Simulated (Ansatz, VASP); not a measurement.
## Two plane-wave programs on Cu

Contents of INCAR:

```
SYSTEM = Cu
PREC     = Accurate       ! precision mode
ENCUT    = 600            ! plane-wave cutoff, eV
EDIFF    = 1E-7           ! SCF threshold, eV
ISMEAR   = 0              ! smearing method
SIGMA    = 0.1            ! smearing width, eV
LREAL    = .FALSE.        ! projectors in reciprocal space
LASPH    = .TRUE.         ! aspherical terms in the spheres
NELM     = 100            ! most SCF steps
ALGO     = Fast           ! electronic algorithm
ISIF     = 3              ! what is computed and relaxed
LWAVE    = .FALSE.        ! write WAVECAR
LCHARG   = .FALSE.        ! write CHGCAR
GGA      = PE             ! functional
IBRION   = 2              ! ionic algorithm
NSW      = 90             ! ionic steps
EDIFFG   = -0.04          ! ionic threshold
```

Contents of KPOINTS:

```
Automatic mesh
0
G
  9 9 8
  0 0 0
```

The input POSCAR:

```
Cu
1.0
    2.4315647400      0.0000000000      0.0000000000
   -1.2157823700      2.1057968357      0.0000000000
    0.0000000000      0.0000000000      2.2719933039
Cu
1
Direct
    0.0000000000      0.0000000000      0.0000000000
```

Input for Ansatz:

```yaml
crystal:
  lattice:
    - [2.43156474, 0.0, 0.0]
    - [-1.21578237, 2.1057968357, 0.0]
    - [0.0, 0.0, 2.2719933039]
  atoms:
    - { symbol: Cu, position: [0.0, 0.0, 0.0] }
basis:
  ecutwfc: 420
kpoints:
  mp_grid: { grid: [9, 9, 8] }
hamiltonian:
  xc: pbe
scf:
  occupations: { method: gaussian, width: 0.1 }
  lower_state_search: "off"
output:
  forces: true
  stress: true
  eigenvalues: true
relax:
  adjacent_minimum: "off"
  f_tol: 0.04
  max_steps: 70
  cell: { stress_tol: 0.4 }
```

Alike in both runs: task relaxation of cell and atoms; functional PBE; k mesh 9 × 9 × 8; occupations gaussian, width 0.1 eV; no spin polarisation.

|  | VASP | Ansatz |
| --- | --- | --- |
| version | VASP 6.6.1 | Ansatz 0.2.0 |
| potentials or method | VASP PAW PBE potentials, release 64 (Cu), cutoff 600 eV | scalar-relativistic, plane waves, PAW |
| valence electrons in the cell | 11 | 19 |

```csv
,VASP,Ansatz,Ansatz less VASP
"gap on the k mesh at the Fermi level, each at its own relaxed structure (eV)",none,none,-
relaxed volume (Å³/atom),13.07,13.01,-0.059
relaxed cell length with the largest relative difference (Å),2.433,2.426,-0.0069
```

A gap of «none» marks a metal or a gap that the smearing closes. VASP's potentials hold 11 valence electrons a cell and Ansatz's 19, so a difference there can come from the potentials and not from the codes.
